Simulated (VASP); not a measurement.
Here is a VASP 6.6.1 calculation.

File INCAR:

```
SYSTEM = Sn
ALGO = Normal
EDIFF = 1E-6
EDIFFG = -0.01
ENCUT = 600
GGA = PS
IBRION = 2
ISIF = 3
ISMEAR = -1
LASPH = .TRUE.
LCHARG = .FALSE.
LREAL = .FALSE.
LWAVE = .FALSE.
NELM = 60
NSW = 80
PREC = Accurate
SIGMA = 0.1
```

File KPOINTS:

```
k-points
0
G
  11 11 3
  0 0 0
```

Contents of POSCAR:

```
Sn
1.0
    3.4098662044      0.0000000000      0.0000000000
   -1.7049331022      2.9530307565      0.0000000000
    0.0000000000      0.0000000000     11.1366230234
Sn
4
Direct
    0.0000000000      0.0000000000      0.0000000000
    0.0000000000      0.0000000000      0.5000000000
    0.3333333333      0.6666666667      0.2500000000
    0.6666666667      0.3333333333      0.7500000000
```

Potentials or basis: VASP PAW PBE potentials, release 64 (Sn_d).

Run with:

```console
$ cat potpaw_PBE.64/Sn_d/POTCAR > POTCAR
$ mpirun -np 1 vasp_std > vasp.out
```

Problem. Estimate the space group after relaxing (to 0.05 Å).

Solution. P6_3/mmc (No. 194).

Problem. Estimate the relaxed cell.

Solution. a = 3.327 Å, b = 3.327 Å, c = 10.999 Å, α = 90.00°, β = 90.00°, γ = 120.00°.

Problem. What does it give for the relaxed volume?

Solution. 26.35 Å³/atom.

Problem. What does it give for the band gap on the k mesh?

Solution. Zero (band 28 reaches 14.52 eV, above the bottom of band 29 at 6.56 eV).

Step by step:
```tsv
step	energy change (eV)	largest force (eV/Å)	pressure (GPa)	volume (Å³)
1	0.0000	0.0000	-2.82	112.14
2	-0.0670	0.0000	0.57	104.33
3	-0.0686	0.0000	0.07	105.24
4	-0.0686	0.0000	0.00	105.38
5	-0.0693	0.0000	0.01	105.40
6	-0.0694	0.0000	-0.01	105.42
```

Caveat: the PAW data sets were made with another functional, which shifts forces and pressure a little; spin-orbit coupling is left out, which moves the levels of the heavy elements.
